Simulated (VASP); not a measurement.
Set up this calculation in VASP 6.6.1, as the native input.

| Quantity | Value |
| --- | --- |
| Task | single point |
| Functional | r2SCAN |
| Potentials or basis | VASP PAW PBE potentials, release 64 (Au) |
| Cutoff | 520 eV |
| k mesh | 20 × 20 × 20 |
| Occupations | gaussian, width 0.15 eV |
| Spin | no spin polarisation |
| Dipole correction | no |
| Further INCAR settings | ALGO = Normal; EDIFF = 1e-06; NBANDS = 12 |

Crystal: Au.

```
Au
1.0
    -1.68213    1.68213    1.70699
     1.68213   -1.68213    1.70699
     1.68213    1.68213   -1.70699
Au
1
Direct
  0.00000 0.00000 0.00000
```

This cell differs from its parent crystal: strain +0.015 along x and y, +0.030 along z.

These files were run (other wordings do the same):

POSCAR

```
Au
1.0
   -1.6821280350      1.6821280350      1.7069870700
    1.6821280350     -1.6821280350      1.7069870700
    1.6821280350      1.6821280350     -1.7069870700
Au
1
Direct
    0.0000000000      0.0000000000      0.0000000000
```

INCAR.step1

```
SYSTEM = Au
PREC = Accurate ; ENCUT = 520
ISMEAR = 0 ; SIGMA = 0.15
LREAL = .False. ; LASPH = .True.
NELM = 60 ; NBANDS = 12
GGA = PE ; ALGO = Normal
EDIFF = 1E-4 ; LWAVE = .True.
LCHARG = .False.
```

INCAR.step2

```
SYSTEM = Au
PREC = Accurate ; ENCUT = 520
EDIFF = 1E-6 ; ISMEAR = 0
SIGMA = 0.15 ; LREAL = .False.
LASPH = .True. ; NELM = 60
ALGO = Normal ; ISIF = 2
LWAVE = .False. ; LCHARG = .False.
METAGGA = R2SCAN ; LMIXTAU = .True.
NBANDS = 12 ; ISTART = 1
```

KPOINTS

```
regular mesh
0
Gamma
  20 20 20
  0 0 0
```

Potentials or basis: VASP PAW PBE potentials, release 64 (Au).

Launch:

```sh
$ cat potpaw_PBE.64/Au/POTCAR > POTCAR
$ cp INCAR.step1 INCAR
$ mpirun -np 1 vasp_std > vasp.out
$ cp INCAR.step2 INCAR
$ mpirun -np 1 vasp_std > vasp.out
```

Results of the run:

```json
{"Pressure": "-10.5 GPa", "Band gap on the k mesh": "zero (an odd number of electrons rules out a gap without spin polarisation)"}
```

Caveat: the cell differs from its parent crystal (strain +0.015 along x and y, +0.030 along z); the cell stands under tension; the PAW data sets were made with another functional, which shifts forces and pressure a little; spin-orbit coupling is left out, which moves the levels of the heavy elements.

Wall time 2.3 min on 1 thread of Intel(R) Xeon(R) 6975P-C (Granite Rapids), on a shared host, peak memory 0.27 GiB.
